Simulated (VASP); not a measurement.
# Au in VASP: a series of runs

Runs on Au. Level: PBE. Tasks: single point, relaxation of cell and atoms.

Everything below comes from runs of VASP 6.6.1. Logs are shortened: lines on timing, memory, paths and dates and some standing lists are left out, and cuts for length are marked.

## (1) The cell of the first run

The typed cell holds 8 atoms: a = 5.627 Å, b = 5.641 Å, c = 5.640 Å, α = 119.99°, β = 89.84°, γ = 89.84°.

## (2) Single point, PBE

Input file INCAR:

```
ALGO = Fast ; EDIFF = 1E-6
ENCUT = 520 ; GGA = PE
ISIF = 2 ; ISMEAR = 0
LASPH = True ; LCHARG = False
LREAL = False ; LWAVE = False
NBANDS = 54 ; NELM = 60
PREC = Accurate ; SIGMA = 0.2
```

Input file KPOINTS:

```
k-points
0
Gamma
  4 6 6
```

Input file POSCAR:

```
Au
1.0
    0.0075817390      0.0135998952      5.6273131543
    5.6405145229      0.0003283066      0.0077027875
   -2.8200049987      4.8846914410      0.0078234790
Au
8
Direct
    0.2493708990      0.5004459607      0.4967312582
    0.7493502262      0.4997910560      0.5032170818
    0.2516827492      0.4996497120     -0.0034736055
    0.7516454696      0.5001855616      0.0035089270
    0.2497101150      0.0002341968      0.4964133780
    0.7497082890      0.0000265912      0.5036541183
    0.2492745201     -0.0002468293     -0.0034012056
    0.7492577319     -0.0000862491      0.0033500478
```

Potentials or basis: VASP PAW PBE potentials, release 64 (Au).

The run is started by

```
$ cat potpaw_PBE.64/Au/POTCAR > POTCAR
$ mpirun -np 1 vasp_std > vasp.out
```

OUTCAR:

```text
EDIFF = 1E-6
   ENCUT = 520
   GGA = PE
   ISIF = 2
   ISMEAR = 0
   LASPH = True
   LREAL = False
   NELM = 60
   PREC = Accurate

 ion  position               nearest neighbor table
   1  0.249  0.500  0.497-   2 2.81   2 2.81   7 2.82   3 2.82   5 2.82   5 2.82   3 2.82   7 2.82

   2  0.749  0.500  0.503-   1 2.81   1 2.81   4 2.82   8 2.82   6 2.82   6 2.82   4 2.82   8 2.82

   3  0.252  0.500  0.997-   4 2.81   4 2.81   1 2.82   5 2.82   7 2.82   7 2.82   1 2.82   5 2.82
[... 7 lines left out ...]
   7  0.249  1.000  0.997-   8 2.81   8 2.81   5 2.82   1 2.82   3 2.82   3 2.82   5 2.82   1 2.82

   8  0.749  1.000  0.003-   7 2.81   7 2.81   6 2.82   4 2.82   2 2.82   2 2.82   4 2.82   6 2.82

  LATTYP: Found a triclinic cell.
 ALAT       =    18.6822905076
 B/A-ratio  =     0.5229126698
 C/A-ratio  =     0.3012122466
 COS(alpha) =     0.0000538530
 COS(beta)  =     0.6016335331
 COS(gamma) =     0.7844090182

  Lattice vectors:

 A1 = (  14.0858705665,  -4.9112346182, -11.2470442126)
 A2 = (   8.4605195216,  -4.8843631344,  -0.0001206915)
 A3 = (  -0.0075817390,  -0.0135998952,  -5.6273131543)

Analysis of symmetry for initial positions (statically):
=====================================================================
 Subroutine PRICEL returns:
 Original cell was already a primitive cell.

 Routine SETGRP: Setting up the symmetry group for a
 triclinic supercell.

 Subroutine GETGRP returns: Found  1 space group operations
 (whereof  1 operations were pure point group operations)
 out of a pool of  2 trial point group operations.

The static configuration has the point symmetry C_1 .

Analysis of symmetry for dynamics (positions and initial velocities):
=====================================================================
 Subroutine PRICEL returns:
 Original cell was already a primitive cell.

 Routine SETGRP: Setting up the symmetry group for a
 triclinic supercell.

 Subroutine GETGRP returns: Found  1 space group operations
 (whereof  1 operations were pure point group operations)
 out of a pool of  2 trial point group operations.

The dynamic configuration has the point symmetry C_1 .

 Subroutine INISYM returns: Found  1 space group operations
 (whereof  1 operations are pure point group operations),
 and found     1 'primitive' translations

----------------------------------------------------------------------------------------

                                     Primitive cell

  volume of cell :     155.0487

  direct lattice vectors                    reciprocal lattice vectors
     0.007581739  0.013599895  5.627313154    -0.000242654 -0.000424707  0.177706054
     5.640514523  0.000328307  0.007702787     0.177283498  0.102349178 -0.000486210
    -2.820004999  4.884691441  0.007823479    -0.000011240  0.204715525 -0.000494734

  length of vectors
     5.627334696  5.640519792  5.640274805     0.177706727  0.204707179  0.204716123

  position of ions in fractional coordinates (direct lattice)
     0.249370899  0.500445961  0.496731258
     0.749350226  0.499791056  0.503217082
     0.251682749  0.499649712  0.996526395
     0.751645470  0.500185562  0.003508927
     0.249710115  0.000234197  0.496413378
     0.749708289  0.000026591  0.503654118
     0.249274520  0.999753171  0.996598794
     0.749257732  0.999913751  0.003350048

  ion indices of the primitive-cell ions
   primitive index   ion index
                 1           1
                 2           2
                 3           3
                 4           4
                 5           5
                 6           6
                 7           7
                 8           8

----------------------------------------------------------------------------------------

 KPOINTS: k-points

[... 21 lines left out ...]
|           W    W  A    A  R    R  N N  N  II  N N  N  G       !!!           |
|           W WW W  AAAAAA  RRRRR   N  N N  II  N  N N  G  GGG   !            |
|           WW  WW  A    A  R   R   N   NN  II  N   NN  G    G                |
|           W    W  A    A  R    R  N    N  II  N    N   GGGG   !!!           |
|                                                                             |
|     Your reciprocal lattice and k-lattice belong to different lattice       |
|     classes:                                                                |
|                                                                             |
|        The reciprocal lattice is triclinic,                                 |
|        whereas your k-lattice is base-centered monoclinic.                  |
|                                                                             |
|     Results are often still useful ...                                      |
|                                                                             |
 -----------------------------------------------------------------------------

 Subroutine IBZKPT returns following result:
 ===========================================

 Found     76 irreducible k-points:

 Following reciprocal coordinates:
            Coordinates               Weight
  0.000000  0.000000  0.000000      1.000000
  0.250000  0.000000  0.000000      2.000000
  0.500000  0.000000  0.000000      1.000000
 -0.000000  0.166667 -0.000000      2.000000
  0.250000  0.166667 -0.000000      2.000000
  0.500000  0.166667 -0.000000      2.000000
[... 16 lines left out ...]
 -0.000000  0.333333  0.166667      2.000000
  0.250000  0.333333  0.166667      2.000000
 [... further k-points ...]
   k-points           NKPTS =     76   k-points in BZ     NKDIM =     76   number of bands    NBANDS=     54
   number of dos      NEDOS =    301   number of ions     NIONS =      8
   total plane-waves  NPLWV =  74088
   dimension x,y,z NGX =    42 NGY =   42 NGZ =   42
   dimension x,y,z NGXF=    84 NGYF=   84 NGZF=   84
   ions per type =               8
   NGX,Y,Z   is equivalent  to a cutoff of  12.41, 12.38, 12.38 a.u.
   NGXF,Y,Z  is equivalent  to a cutoff of  24.82, 24.76, 24.76 a.u.
 SYSTEM =  unknown system
   PREC   = accura    normal or accurate (medium, high low for compatibility)
   ISTART =      0    job   : 0-new  1-cont  2-samecut
   ICHARG =      2    charge: 1-file 2-atom 10-const
   ISPIN  =      1    spin polarized calculation?
   LNONCOLLINEAR =      F non collinear calculations
   LSORBIT =      F    spin-orbit coupling
   LASPH  =      T    aspherical Exc in radial PAW
   ENCUT  =  520.0 eV  38.22 Ry    6.18 a.u.  10.46 10.49 10.49*2*pi/ulx,y,z
   NELM   =     60;   NELMIN=  2; NELMDL= -5     # of ELM steps
   EDIFF  = 0.1E-05   stopping-criterion for ELM
   LREAL  =      F    real-space projection
   EDIFFG = 0.1E-04   stopping-criterion for IOM
   NSW    =      0    number of steps for IOM
   IBRION =     -1    ionic relax: 0-MD 1-quasi-New 2-CG
   NFREE  =      0    steps in history (QN), initial steepest desc. (CG)
   ISIF   =      2    stress and relaxation
   ISYM   =      2    0-nonsym 1-usesym 2-fastsym
   POTIM  = 0.5000    time-step for ionic-motion
   TEBEG  =    0.0;   TEEND  =   0.0 temperature during run
   PSTRESS=    0.0 pullay stress
   NELECT =      88.0000    total number of electrons
   NUPDOWN=      -1.0000    fix difference up-down
   EMIN   =  10.00;   EMAX   =-10.00  energy-range for DOS
   EFERMI =   0.00;   METHOD = LEGACY
   ISMEAR =     0;   SIGMA  =   0.20  broadening in eV -4-tet -1-fermi 0-gaus
   EFERMI_NEDOS =   21; number of points for ismear=-14 and -15
   IALGO  =     68    algorithm
   IMIX   =      4    mixing-type and parameters
     AMIX     =   0.40;   BMIX     =  1.00
     AMIX_MAG =   1.60;   BMIX_MAG =  1.00
  volume/ion in A,a.u.               =      19.38       130.79
  Fermi-wavevector in a.u.,A,eV,Ry     =   1.355438  2.561406 24.996788  1.837212
  Thomas-Fermi vector in A             =   2.482525
   LORBIT       =      0    0 simple, 1 ext, 2 COOP (PROOUT), +10 PAW based schemes
   GGA     = PE    functional components
   LHFCALC =     F    Hartree Fock is set to
   AEXX    =    0.0000 exact exchange contribution
   IVDW    =     0    specifies the selected vdW correction
   LEPSILON=     F    determine dielectric tensor
   LRPA    =     F    only Hartree local field effects (RPA)
 non-spin polarized calculation
 RMM-DIIS sequential band-by-band and
 Gauss-broadening in eV      SIGMA  =   0.20
  energy-cutoff  :      520.00
  volume of cell :      155.05
 maximum number of plane-waves:      4201
 NGX is ok and might be reduce to    42

 number of electron      88.0000001 magnetization

 Free energy of the ion-electron system (eV)
  ---------------------------------------------------
  ext. energy  EPLUGINS =         0.00000000
  ---------------------------------------------------
  free energy    TOTEN  =       -25.31550067 eV

  energy without entropy =      -25.29770831  energy(sigma->0) =      -25.30660449

 E-fermi :   7.2631     XC(G=0): -11.8749

 val. band max:        7.2157863008   @ k =   0.0000   0.0000   0.0000
 cond. band min:       7.3180271973   @ k =   0.5000   0.0000   0.1667
 fundamental gap:      0.1022408966
 Fermi energy:         7.2631255510

 k-point     1 :       0.0000    0.0000    0.0000
  band No.  band energies     occupation
      1      -1.1708      2.00000
      2       0.6262      2.00000
      3       0.9351      2.00000
      4       0.9355      2.00000
      5       0.9357      2.00000
      6       1.4954      2.00000
[... 1357 lines left out ...]
     53      14.1910      0.00000
     54      14.9639      0.00000

 [... further k-points ...]

------------------------ aborting loop because EDIFF is reached ----------------------------------------

  FORCE on cell =-STRESS in cart. coord.  units (eV):
  Direction    XX          YY          ZZ          XY          YZ          ZX
  --------------------------------------------------------------------------------------
  -------------------------------------------------------------------------------------
  Total       -0.2848605     -0.2877731     -0.0729096     -0.0055951     -0.0099454     -0.0056328
  in kB       -2.9435713     -2.9736684     -0.7534026     -0.0578165     -0.1027701     -0.0582056
  external PRESSURE =      -2.2235474 kB  Pullay stress =       0.0000000 kB

 VOLUME and BASIS-vectors are now :
 -----------------------------------------------------------------------------
  energy-cutoff  :      520.00
  volume of cell :      155.05
      direct lattice vectors                 reciprocal lattice vectors
     0.007581739  0.013599895  5.627313154    -0.000242654 -0.000424707  0.177706054
     5.640514523  0.000328307  0.007702787     0.177283498  0.102349178 -0.000486210
    -2.820004999  4.884691441  0.007823479    -0.000011240  0.204715525 -0.000494734

 POSITION                                       TOTAL-FORCE (eV/Angst)
 -----------------------------------------------------------------------------------
      1.42388      2.42993      1.41103        -0.009231     -0.004570      0.001082
      1.40569      2.46842      4.22462         0.000572      0.004358      0.001433
      0.00998      4.87131      1.42794         0.005413      0.000930     -0.003863
      2.81711      0.02753      4.23362        -0.003576     -0.003418     -0.002788
     -1.39667      2.42822      1.40908        -0.006619      0.005267      0.001148
     -1.41447      2.47039      4.22278         0.003902     -0.005500      0.000023
      2.83060      4.87180      1.41824         0.009215      0.000479      0.001546
      5.63626      0.02688      4.22404         0.000324      0.002454      0.001420
 -----------------------------------------------------------------------------------
    total drift:                               -0.000001      0.000005      0.000016

  FREE ENERGIE OF THE ION-ELECTRON SYSTEM (eV)
  ---------------------------------------------------
  free  energy   TOTEN  =       -25.3155006682 eV

  energy  without entropy=      -25.2977083093  energy(sigma->0) =      -25.30660449
```

It took 10 min on 1 thread of Intel Xeon Platinum 8375C at 2.90GHz (Ice Lake), shared host; peak memory 0.54 GiB.

Results:

```yaml
Free_energy: -25.3155 eV
Pressure: -0.2 GPa
Largest_force: 0.010 eV/Å
Band_gap_on_the_k_mesh: zero (bands 44 and 45 overlap by 3.70 eV)
```

Forces in eV/Å, atoms in the order of the input:
```
Au  -0.009 -0.005  0.001
Au   0.001  0.004  0.001
Au   0.005  0.001 -0.004
Au  -0.004 -0.003 -0.003
Au  -0.007  0.005  0.001
Au   0.004 -0.005  0.000
Au   0.009  0.000  0.002
Au   0.000  0.002  0.001
```

Levels at points of the mesh, in eV from the Fermi level:
| k point | band 41 | band 42 | band 43 | band 44 | band 45 | band 46 | band 47 | band 48 |
| --- | --- | --- | --- | --- | --- | --- | --- | --- |
| (0.00, 0.00, 0.00) | -0.74 | -0.73 | -0.05 | -0.05 | -0.05 | 1.30 | 3.15 | 3.15 |
| (0.50, 0.00, 0.00) | -1.12 | -1.12 | 2.06 | 2.06 | 2.06 | 2.06 | 2.06 | 2.06 |
| (0.00, 0.50, 0.00) | -0.81 | -0.81 | 0.70 | 0.70 | 1.63 | 1.63 | 2.16 | 2.16 |
| (0.50, 0.50, 0.00) | -2.40 | -2.40 | -2.40 | -2.40 | 1.43 | 1.43 | 1.45 | 1.45 |
| (0.00, 0.00, 0.50) | -0.81 | -0.81 | 0.70 | 0.70 | 1.63 | 1.63 | 2.16 | 2.16 |
| (0.50, 0.00, 0.50) | -2.41 | -2.40 | -2.40 | -2.40 | 1.43 | 1.43 | 1.45 | 1.45 |
| (0.00, 0.50, 0.50) | -0.81 | -0.81 | 0.70 | 0.70 | 1.63 | 1.63 | 2.16 | 2.16 |
| (0.50, 0.50, 0.50) | -2.40 | -2.40 | -2.40 | -2.40 | 1.42 | 1.42 | 1.45 | 1.46 |

Caveat: spin-orbit coupling is left out, which moves the levels of the heavy elements.

## (3) Single point, PBE

Input file INCAR:

```
SYSTEM = Au
PREC = Accurate
ENCUT = 520
EDIFF = 1E-6
ISMEAR = 0
SIGMA = 0.2
LREAL = .FALSE.
LASPH = .TRUE.
NELM = 60
ALGO = Fast
ISIF = 2
LWAVE = .FALSE.
LCHARG = .FALSE.
GGA = PE
NBANDS = 54
```

Input file KPOINTS:

```
regular mesh
0
G
  4 6 6
  0 0 0
```

Input file POSCAR:

```
Au
1.0
    0.0000000000      0.0000000000      5.6096294332
    5.6463594180      0.0000000001      0.0000000000
   -2.8231797091      4.8898906949      0.0000000000
Au
8
Direct
    0.2500000000      0.5000000000      0.5000000000
    0.7500000000      0.5000000000      0.5000000000
    0.2500000000      0.5000000000      0.0000000000
    0.7500000000      0.5000000000      0.0000000000
    0.2500000000      0.0000000000      0.5000000000
    0.7500000000      0.0000000000      0.5000000000
    0.2500000000      0.0000000000      0.0000000000
    0.7500000000      0.0000000000      0.0000000000
```

Potentials or basis: VASP PAW PBE potentials, release 64 (Au).

The run is started by

```
$ cat potpaw_PBE.64/Au/POTCAR > POTCAR
$ mpirun -np 1 vasp_std > vasp.out
```

It took 2.2 min on 1 thread of Intel Xeon Platinum 8488C (Sapphire Rapids), shared host; peak memory 0.32 GiB.

It converged, with:

| Property | Result |
| --- | --- |
| Free energy | -25.3138 eV |
| Pressure | -0.2 GPa |
| Band gap on the k mesh | zero (bands 44 and 45 overlap by 3.72 eV) |

Stress tensor (GPa, compression positive):
```
-0.56  0.00  0.00
 0.00 -0.56  0.00
 0.00  0.00  0.61
```

Levels at points of the mesh, in eV from the Fermi level:
```csv
k point,band 40,band 41,band 42,band 43,band 44,band 45,band 46,band 47,band 48,band 49
"(0.00, 0.00, 0.00)",-0.71,-0.71,-0.71,-0.07,-0.07,-0.07,1.37,3.13,3.13,3.13
"(0.50, 0.00, 0.00)",-1.13,-1.13,-1.13,2.07,2.07,2.07,2.07,2.07,2.07,3.42
"(0.00, 0.50, 0.00)",-1.78,-0.79,-0.79,0.68,0.68,1.69,1.69,2.17,2.17,4.28
"(0.50, 0.50, 0.00)",-2.66,-2.41,-2.41,-2.41,-2.41,1.43,1.43,1.43,1.43,7.27
```

Caveat: spin-orbit coupling is left out, which moves the levels of the heavy elements.

## (4) Relaxation of cell and atoms, PBE

This run uses another cell than the first one: it holds 1 atom, not 8.

Input file INCAR:

```
PREC = Accurate
ENCUT = 600
EDIFF = 1E-6
ISMEAR = 0
SIGMA = 0.1
LREAL = False
LASPH = True
NELM = 80
ALGO = Fast
ISIF = 3
LWAVE = False
LCHARG = False
GGA = PE
IBRION = 2
NSW = 100
EDIFFG = -0.01
```

Input file KPOINTS:

```
Automatic mesh
0
Gamma
  24 24 20
```

Input file POSCAR:

```
Au
1.0
    2.8090688313      0.0000000000      0.0000000000
   -1.4045344157      2.4327249689      0.0000000000
    0.0000000000      0.0000000000      2.8320990675
Au
1
Direct
    0.0000000000      0.0000000000      0.5000000000
```

The run is started by

```
$ cat potpaw_PBE.64/Au/POTCAR > POTCAR
$ mpirun -np 1 vasp_std > vasp.out
```

Run time: 2.1 min. Hardware: 1 thread of Intel Xeon Platinum 8488C (Sapphire Rapids), shared host; peak memory 0.28 GiB.

It converged, with:

```
Free energy                           : -3.1480 eV
Relaxed volume                        : 19.34 Å³/atom
Relaxed cell                          : a = 2.822 Å, b = 2.822 Å, c = 2.803 Å, α = 90.00°, β = 90.00°, γ = 120.00°
Space group after relaxing (to 0.1 Å) : P6/mmm (No. 191)
Energy gained by relaxing             : 1.7 meV/atom
Ionic steps                           : 5
Pressure after relaxing               : 0.0 GPa
Band gap on the k mesh                : zero (an odd number of electrons rules out a gap without spin polarisation)
```

Step by step:
```tsv
step	energy change (eV)	largest force (eV/Å)	pressure (GPa)	volume (Å³)
1	0.0000	0.0000	0.32	19.35
2	-0.0014	0.0000	-0.76	19.46
3	-0.0015	0.0000	-0.52	19.43
4	-0.0016	0.0000	0.33	19.28
5	-0.0017	0.0000	-0.03	19.34
```

Final structure:
```
Au
1.0
     2.82243    0.00000    0.00000
    -1.41122    2.44430    0.00000
     0.00000    0.00000    2.80293
Au
1
Direct
  0.00000 0.00000 0.50000
```

Levels at points of the mesh, in eV from the Fermi level:
| k point | band 4 | band 5 | band 6 | band 7 | band 8 | band 9 |
| --- | --- | --- | --- | --- | --- | --- |
| (0.00, 0.00, 0.00) | -4.12 | -1.70 | -1.70 | 12.34 | 15.38 | 19.08 |
| (0.50, 0.00, 0.00) | -2.06 | -1.27 | -0.16 | 3.04 | 12.13 | 16.64 |
| (0.00, 0.00, 0.50) | -2.82 | -2.82 | -1.14 | 1.28 | 17.69 | 20.19 |
| (0.50, 0.00, 0.50) | -1.17 | -0.81 | 3.81 | 4.71 | 7.52 | 12.52 |

Caveat: spin-orbit coupling is left out, which moves the levels of the heavy elements.

## (5) Overview

| task | cell | k mesh | cutoff (eV) | smearing | gap on the mesh (eV) | pressure (GPa) |
| --- | --- | --- | --- | --- | --- | --- |
| single point | a = 5.627, b = 5.641, c = 5.640 Å, angles 120.0, 89.8, 89.8°, 8 atoms, atomic positions A | 4 × 6 × 6 | 520 | gaussian 0.2 eV | none | -0.2 |
| single point | a = 5.610, b = 5.646, c = 5.646 Å, angles 120.0, 90.0, 90.0°, 8 atoms, atomic positions B | 4 × 6 × 6 | 520 | gaussian 0.2 eV | none | -0.2 |
| relaxation of cell and atoms | relaxed from a = 2.809, b = 2.809, c = 2.832 Å, angles 90.0, 90.0, 120.0°, 1 atom, atomic positions C | 24 × 24 × 20 | 600 | gaussian 0.1 eV | none | 0.0 |

Alike in all rows: level PBE; potentials or basis VASP PAW PBE potentials, release 64 (Au); no spin polarisation.

Caveats: spin-orbit coupling is left out, which moves the levels of the heavy elements.

Absolute energies hang on the potentials; compare differences alone.
